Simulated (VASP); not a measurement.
S, 2 atoms in the cell. It takes space group Fd-3m (No. 227, cubic). The conventional cell has a = 4.881 Å, b = 4.881 Å, c = 4.881 Å, α = 90.00°, β = 90.00°, γ = 90.00°. S (site symmetry -43m) has 4 S at 2.11 Å within 2.8 Å.  This cell differs from its parent crystal: volume scaled by 0.65.

| Property | Result |
| --- | --- |
| Program | VASP 6.6.1 |
| Task | single point |
| Functional | LDA |
| Potentials or basis | VASP PAW LDA potentials, release 64 (S) |
| Cutoff | 520 eV |
| k mesh | 13 × 13 × 13 |
| Occupations | fermi-dirac, width 0.05 eV |
| Spin | no spin polarisation |
| Dipole correction | no |
| Further INCAR settings | ALGO = Normal; EDIFF = 1e-07; NBANDS = 13 |

Potentials or basis: VASP PAW LDA potentials, release 64 (S).

The run is started by

```bash
$ cat potpaw_LDA.64/S/POTCAR > POTCAR
$ mpirun -np 1 vasp_std > vasp.out
```

Hardware: 1 thread of AMD EPYC 7R13, with other jobs on the host.

Question: How long does it take, and how much memory?

Answer: It took 83 s on 1 thread of AMD EPYC 7R13 (shared host), peak memory 0.12 GiB. Counts: scf iterations 11, k points 84.
